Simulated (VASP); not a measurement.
# BP2 (R-3m) in VASP: single point with PBE

Aim: the single point of BP2 with PBE.

All numbers are computed with VASP 6.6.1; they aren't measurements. Logs are shortened: lines on timing, memory, paths and dates and some standing lists are left out, and cuts for length are marked.

## Step 1: The cell of the first run

It takes space group R-3m (No. 166, trigonal). The conventional cell has a = 3.030 Å, b = 3.030 Å, c = 13.524 Å, α = 90.00°, β = 90.00°, γ = 120.00°. B (site symmetry -3m) has 6 P at 2.12 Å within 2.8 Å. Within 2.8 Å of P (site symmetry 3m) lie 3 B at 2.12 Å and 3 P at 2.76 Å.

The cell was built from a structure type or drawn by symmetry, and may not be a known phase.

## Step 2: Single point, PBE

The input, INCAR:

```
  PREC = Accurate
  ENCUT = 500
  EDIFF = 1E-6
  ISMEAR = 0
  SIGMA = 0.2
  LREAL = False
  LASPH = True
  NELM = 120
  ALGO = Normal
  ISIF = 2
  LWAVE = False
  LCHARG = False
  GGA = PE
  NBANDS = 14
  GGA_COMPAT = False
```

The input, KPOINTS:

```
Automatic mesh
0
Gamma
  7 7 7
```

The input, POSCAR:

```
BP2
1.0
    1.5148705855      0.8746109403      4.5080839059
   -1.5148705855      0.8746109403      4.5080839059
    0.0000000000     -1.7492218806      4.5080839059
B P
1 2
Direct
    0.0000000000      0.0000000000      0.0000000000
    0.2454037945      0.2454037945      0.2454037945
    0.7545962055      0.7545962055      0.7545962055
```

Potentials or basis: VASP PAW PBE potentials, release 64 (B, P).

Launch:

```sh
$ cat potpaw_PBE.64/B/POTCAR potpaw_PBE.64/P/POTCAR > POTCAR
$ mpirun -np 1 vasp_std > vasp.out
```

OUTCAR:

```text
PREC = Accurate
   ENCUT = 500
   EDIFF = 1E-6
   ISMEAR = 0
   LREAL = False
   LASPH = True
   NELM = 120
   ISIF = 2
   GGA = PE

 ion  position               nearest neighbor table
   1  0.000  0.000  0.000-   3 2.12   2 2.12   3 2.12   3 2.12   2 2.12   2 2.12
   2  0.245  0.245  0.245-   1 2.12   1 2.12   1 2.12   3 2.76   3 2.76   3 2.76   3 2.95   3 2.95
                             3 2.95
   3  0.755  0.755  0.755-   1 2.12   1 2.12   1 2.12   2 2.76   2 2.76   2 2.76   2 2.95   2 2.95
                             2 2.95

  LATTYP: Found a trigonal (rhomboedric) cell.
 ALAT       =     4.8355555720
 COS(alpha) =     0.8037144614

  Lattice vectors:

 A1 = (   1.5148705855,   0.8746109403,   4.5080839059)
 A2 = (  -1.5148705855,   0.8746109403,   4.5080839059)
 A3 = (   0.0000000000,  -1.7492218806,   4.5080839059)

Analysis of symmetry for initial positions (statically):
=====================================================================
 Subroutine PRICEL returns:
 Original cell was already a primitive cell.

 Routine SETGRP: Setting up the symmetry group for a
 trigonal (rhombohedral) supercell.

 Subroutine GETGRP returns: Found 12 space group operations
 (whereof 12 operations were pure point group operations)
 out of a pool of 12 trial point group operations.

The static configuration has the point symmetry D_3d.

Analysis of symmetry for dynamics (positions and initial velocities):
=====================================================================
 Subroutine PRICEL returns:
 Original cell was already a primitive cell.

 Routine SETGRP: Setting up the symmetry group for a
 trigonal (rhombohedral) supercell.

 Subroutine GETGRP returns: Found 12 space group operations
 (whereof 12 operations were pure point group operations)
 out of a pool of 12 trial point group operations.

The dynamic configuration has the point symmetry D_3d.

 Subroutine INISYM returns: Found 12 space group operations
 (whereof 12 operations are pure point group operations),
 and found     1 'primitive' translations

----------------------------------------------------------------------------------------

                                     Primitive cell

  volume of cell :      35.8372

  direct lattice vectors                    reciprocal lattice vectors
     1.514870585  0.874610940  4.508083906     0.330061198  0.190560921  0.073941244
    -1.514870585  0.874610940  4.508083906    -0.330061198  0.190560921  0.073941244
     0.000000000 -1.749221881  4.508083906     0.000000000 -0.381121843  0.073941244

  length of vectors
     4.835555572  4.835555572  4.835555572     0.388228240  0.388228240  0.388228240

  position of ions in fractional coordinates (direct lattice)
     0.000000000  0.000000000  0.000000000
     0.245403794  0.245403794  0.245403794
     0.754596206  0.754596206  0.754596206

  ion indices of the primitive-cell ions
   primitive index   ion index
                 1           1
                 2           2
                 3           3

----------------------------------------------------------------------------------------

 KPOINTS: Automatic mesh

Automatic generation of k-mesh.
 Grid dimensions read from file:
 generate k-points for:    7    7    7

 Generating k-lattice:

  Cartesian coordinates                     Fractional coordinates (reciprocal lattice)
     0.047151600  0.027222989  0.010563035     0.142857143 -0.000000000  0.000000000
    -0.047151600  0.027222989  0.010563035    -0.000000000  0.142857143  0.000000000
     0.000000000 -0.054445978  0.010563035     0.000000000  0.000000000  0.142857143

  Length of vectors
     0.055461177  0.055461177  0.055461177

  Shift w.r.t. Gamma in fractional coordinates (k-lattice)
     0.000000000  0.000000000  0.000000000

 Subroutine IBZKPT returns following result:
 ===========================================

 Found     44 irreducible k-points:

 Following reciprocal coordinates:
            Coordinates               Weight
  0.000000  0.000000  0.000000      1.000000
  0.142857 -0.000000 -0.000000      6.000000
  0.285714 -0.000000  0.000000      6.000000
  0.428571 -0.000000 -0.000000      6.000000
  0.142857  0.142857  0.000000      6.000000
  0.285714  0.142857 -0.000000     12.000000
[... 16 lines left out ...]
  0.285714  0.285714  0.142857      6.000000
  0.428571  0.285714  0.142857     12.000000
 [... further k-points ...]
   k-points           NKPTS =     44   k-points in BZ     NKDIM =     44   number of bands    NBANDS=     14
   number of dos      NEDOS =    301   number of ions     NIONS =      3
   total plane-waves  NPLWV =  46656
   dimension x,y,z NGX =    36 NGY =   36 NGZ =   36
   dimension x,y,z NGXF=    72 NGYF=   72 NGZF=   72
   ions per type =               1   2
   NGX,Y,Z   is equivalent  to a cutoff of  12.38, 12.38, 12.38 a.u.
   NGXF,Y,Z  is equivalent  to a cutoff of  24.75, 24.75, 24.75 a.u.
 SYSTEM =  unknown system
   PREC   = accura    normal or accurate (medium, high low for compatibility)
   ISTART =      0    job   : 0-new  1-cont  2-samecut
   ICHARG =      2    charge: 1-file 2-atom 10-const
   ISPIN  =      1    spin polarized calculation?
   LNONCOLLINEAR =      F non collinear calculations
   LSORBIT =      F    spin-orbit coupling
   LASPH  =      T    aspherical Exc in radial PAW
   ENCUT  =  500.0 eV  36.75 Ry    6.06 a.u.   8.82  8.82  8.82*2*pi/ulx,y,z
   NELM   =    120;   NELMIN=  2; NELMDL= -5     # of ELM steps
   EDIFF  = 0.1E-05   stopping-criterion for ELM
   LREAL  =      F    real-space projection
[... 7 lines left out ...]
   TEBEG  =    0.0;   TEEND  =   0.0 temperature during run
   PSTRESS=    0.0 pullay stress
   NELECT =      13.0000    total number of electrons
   NUPDOWN=      -1.0000    fix difference up-down
   EMIN   =  10.00;   EMAX   =-10.00  energy-range for DOS
   EFERMI =   0.00;   METHOD = LEGACY
   ISMEAR =     0;   SIGMA  =   0.20  broadening in eV -4-tet -1-fermi 0-gaus
   EFERMI_NEDOS =   21; number of points for ismear=-14 and -15
   IALGO  =     38    algorithm
   IMIX   =      4    mixing-type and parameters
     AMIX     =   0.40;   BMIX     =  1.00
     AMIX_MAG =   1.60;   BMIX_MAG =  1.00
  volume/ion in A,a.u.               =      11.95        80.61
  Fermi-wavevector in a.u.,A,eV,Ry     =   1.167557  2.206363 18.547314  1.363189
  Thomas-Fermi vector in A             =   2.304055
   LORBIT       =      0    0 simple, 1 ext, 2 COOP (PROOUT), +10 PAW based schemes
   GGA     = PE    functional components
   LHFCALC =     F    Hartree Fock is set to
   AEXX    =    0.0000 exact exchange contribution
   IVDW    =     0    specifies the selected vdW correction
   LEPSILON=     F    determine dielectric tensor
   LRPA    =     F    only Hartree local field effects (RPA)
 non-spin polarized calculation
 Gauss-broadening in eV      SIGMA  =   0.20
  energy-cutoff  :      500.00
  volume of cell :       35.84
 maximum number of plane-waves:       935
   NGX = 17   NGY = 17   NGZ = 17

 number of electron      12.9999999 magnetization

 Free energy of the ion-electron system (eV)
  ---------------------------------------------------
  ext. energy  EPLUGINS =         0.00000000
  ---------------------------------------------------
  free energy    TOTEN  =       -15.90571755 eV

  energy without entropy =      -15.89008482  energy(sigma->0) =      -15.89790119

 E-fermi :   9.2052     XC(G=0): -11.5342

 val. band max:        9.1935689240   @ k =  -0.2857   0.2857   0.2857
 cond. band min:       9.2135640179   @ k =   0.4286   0.4286   0.2857
 fundamental gap:      0.0199950939
 Fermi energy:         9.2051724277

 k-point     1 :       0.0000    0.0000    0.0000
  band No.  band energies     occupation
      1      -7.2730      2.00000
      2      -1.5082      2.00000
      3       0.7995      2.00000
      4       9.4333      0.10669
      5       9.4333      0.10669
      6      10.7703      0.00000
      7      10.7703      0.00000
      8      13.0815      0.00000
      9      14.6332      0.00000
     10      14.6332      0.00000
     11      15.4522      0.00000
     12      16.6085      0.00000
     13      17.7962      0.00000
     14      17.7962      0.00000

 k-point     2 :       0.1429   -0.0000   -0.0000
  band No.  band energies     occupation
      1      -6.8671      2.00000
      2      -1.2829      2.00000
      3       1.3333      2.00000
      4       6.8371      2.00000
      5       8.2980      2.00000
      6       9.2463      0.77104
      7      10.8647      0.00000
      8      12.6899      0.00000
      9      13.5938      0.00000
     10      15.2241      0.00000
     11      16.6925      0.00000
     12      17.6293      0.00000
     13      18.4791      0.00000
     14      19.2927      0.00000

 k-point     3 :       0.2857   -0.0000    0.0000
  band No.  band energies     occupation
      1      -5.6603      2.00000
      2      -0.6553      2.00000
      3       2.7495      2.00000
      4       3.2735      2.00000
      5       6.4560      2.00000
      6       7.0276      2.00000
      7       9.9949      0.00000
      8      10.9985      0.00000
      9      12.2826      0.00000
     10      14.2525      0.00000
     11      17.1863      0.00000
     12      18.5447      0.00000
     13      19.9370      0.00000
     14      21.2180      0.00000

 k-point     4 :       0.4286   -0.0000   -0.0000
  band No.  band energies     occupation
      1      -3.7016      2.00000
      2      -1.2637      2.00000
      3       1.8310      2.00000
      4       3.6261      2.00000
      5       5.3546      2.00000
      6       6.3463      2.00000
      7       8.2642      2.00000
      8       9.3446      0.32410
      9      11.6587      0.00000
     10      12.5373      0.00000
     11      18.3446      0.00000
     12      19.4501      0.00000
     13      20.5665      0.00000
     14      21.3710      0.00000

 k-point     5 :       0.1429    0.1429    0.0000
  band No.  band energies     occupation
      1      -6.8265      2.00000
      2      -1.6070      2.00000
      3       1.7336      2.00000
      4       7.1006      2.00000
      5       8.0747      2.00000
      6       8.7576      1.99845
      7      11.3461      0.00000
      8      12.6737      0.00000
      9      13.3728      0.00000
     10      15.5594      0.00000
     11      17.0229      0.00000
[... 276 lines left out ...]
 k-point    22 :      -0.1429    0.1429    0.1429
  band No.  band energies     occupation
      1      -5.7055      2.00000
      2      -0.2829      2.00000
      3       2.2833      2.00000
      4       3.6150      2.00000
      5       5.5919      2.00000
      6       6.8156      2.00000
      7      10.5711      0.00000
      8      11.4954      0.00000
      9      12.3680      0.00000
     10      15.4837      0.00000
     11      16.8638      0.00000
     12      18.4846      0.00000
     13      19.9029      0.00000
     14      20.1893      0.00000

 k-point    23 :       0.2857    0.2857    0.1429
  band No.  band energies     occupation
      1      -6.5476      2.00000
      2      -2.8738      2.00000
      3       3.5453      2.00000
      4       7.0172      2.00000
      5       7.8787      2.00000
      6       8.8715      1.98168
      7      11.8463      0.00000
      8      11.9544      0.00000
      9      12.9837      0.00000
     10      15.3400      0.00000
     11      16.9396      0.00000
     12      17.5304      0.00000
     13      18.5547      0.00000
     14      18.6467      0.00000

 k-point    24 :       0.4286    0.2857    0.1429
  band No.  band energies     occupation
      1      -5.6356      2.00000
      2      -2.5351      2.00000
      3       4.4129      2.00000
      4       4.9824      2.00000
      5       5.6562      2.00000
      6       8.0671      2.00000
      7      10.3283      0.00000
      8      11.3152      0.00000
      9      13.6673      0.00000
     10      13.9974      0.00000
     11      16.3078      0.00000
     12      16.9546      0.00000
     13      18.4164      0.00000
     14      19.6025      0.00000

 [... further k-points ...]

------------------------ aborting loop because EDIFF is reached ----------------------------------------

  FORCE on cell =-STRESS in cart. coord.  units (eV):
  Direction    XX          YY          ZZ          XY          YZ          ZX
  --------------------------------------------------------------------------------------
  -------------------------------------------------------------------------------------
  Total       -0.0470971     -0.0470971     -0.0430577      0.0000000     -0.0000000      0.0000000
  in kB       -2.1055750     -2.1055750     -1.9249849      0.0000000     -0.0000000      0.0000000
  external PRESSURE =      -2.0453783 kB  Pullay stress =       0.0000000 kB

 VOLUME and BASIS-vectors are now :
 -----------------------------------------------------------------------------
  energy-cutoff  :      500.00
  volume of cell :       35.84
      direct lattice vectors                 reciprocal lattice vectors
     1.514870585  0.874610940  4.508083906     0.330061198  0.190560921  0.073941244
    -1.514870585  0.874610940  4.508083906    -0.330061198  0.190560921  0.073941244
     0.000000000 -1.749221881  4.508083906     0.000000000 -0.381121843  0.073941244

 POSITION                                       TOTAL-FORCE (eV/Angst)
 -----------------------------------------------------------------------------------
      0.00000      0.00000      0.00000         0.000000      0.000000     -0.000000
      0.00000      0.00000      3.31890         0.000000      0.000000      0.017118
      0.00000      0.00000     10.20535         0.000000     -0.000000     -0.017118
 -----------------------------------------------------------------------------------
    total drift:                               -0.000000     -0.000000     -0.000000

  FREE ENERGIE OF THE ION-ELECTRON SYSTEM (eV)
  ---------------------------------------------------
  free  energy   TOTEN  =       -15.9057175527 eV

  energy  without entropy=      -15.8900848183  energy(sigma->0) =      -15.89790119
```

Run time: 61 s. Hardware: 1 thread of Intel Xeon 8259CL, shared host; peak memory 0.19 GiB.

What came out:

```
Free energy            : -15.9057 eV
Pressure               : -0.2 GPa
Largest force          : 0.017 eV/Å
Band gap on the k mesh : zero (an odd number of electrons rules out a gap without spin polarisation)
```

Forces in eV/Å, atoms in the order of the input:
```
B    0.000  0.000  0.000
P    0.000  0.000  0.017
P    0.000  0.000 -0.017
```
